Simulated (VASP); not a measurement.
Set up this calculation in VASP 6.6.1, as the native input.

| Property | Result |
| --- | --- |
| Task | single point |
| Functional | PBE |
| Potentials or basis | VASP PAW PBE potentials, release 64 (Al, B, P) |
| Cutoff | 520 eV |
| k mesh | 6 × 6 × 6 |
| Occupations | gaussian, width 0.02 eV |
| Spin | no spin polarisation |
| Dipole correction | no |
| Further INCAR settings | ALGO = Normal; EDIFF = 1e-06; NBANDS = 36 |

The structure of AlB2P3 lies in POSCAR:

```
AlB2P3
1.0
    5.9485348948      0.0000000000      0.0000000000
   -2.9742674474      5.1515823342      0.0000000000
    0.0000000000      0.0000000000      5.7284800935
Al B P
2 4 6
Direct
    0.6666666667      0.3333333333      0.0040678439
    0.3333333333      0.6666666667      0.0040678439
    0.0000000000      0.0000000000      0.9941883190
    0.3221958832      0.0000000000      0.5030938418
    0.0000000000      0.3221958832      0.5030938418
    0.6778041168      0.6778041168      0.5030938418
    0.0000000000      0.0000000000      0.3608014609
    0.6666666667      0.3333333333      0.4108531174
    0.3333333333      0.6666666667      0.4108531174
    0.2951482230      0.0000000000      0.8519622774
    0.0000000000      0.2951482230      0.8519622774
    0.7048517770      0.7048517770      0.8519622774
```

One way to write it, as run:

INCAR

```
ALGO = Normal
EDIFF = 1E-6
ENCUT = 520
GGA = PE
ISIF = 2
ISMEAR = 0
LASPH = True
LCHARG = False
LREAL = False
LWAVE = False
NBANDS = 36
NELM = 60
PREC = Accurate
SIGMA = 0.02
```

KPOINTS

```
k-points
0
Gamma
  6 6 6
```

Potentials or basis: VASP PAW PBE potentials, release 64 (Al, B, P).

Launch:

```console
$ cat potpaw_PBE.64/Al/POTCAR potpaw_PBE.64/B/POTCAR potpaw_PBE.64/P/POTCAR > POTCAR
$ mpirun -np 1 vasp_std > vasp.out
```

Results of the run:

* Pressure: -0.2 GPa
* Largest force: 0.014 eV/Å
* Band gap on the k mesh: 0.96 eV, indirect (least direct gap 1.10 eV)

Wall time 9.8 min on 1 thread of AMD EPYC 7R13, with other jobs on the host, peak memory 0.38 GiB.
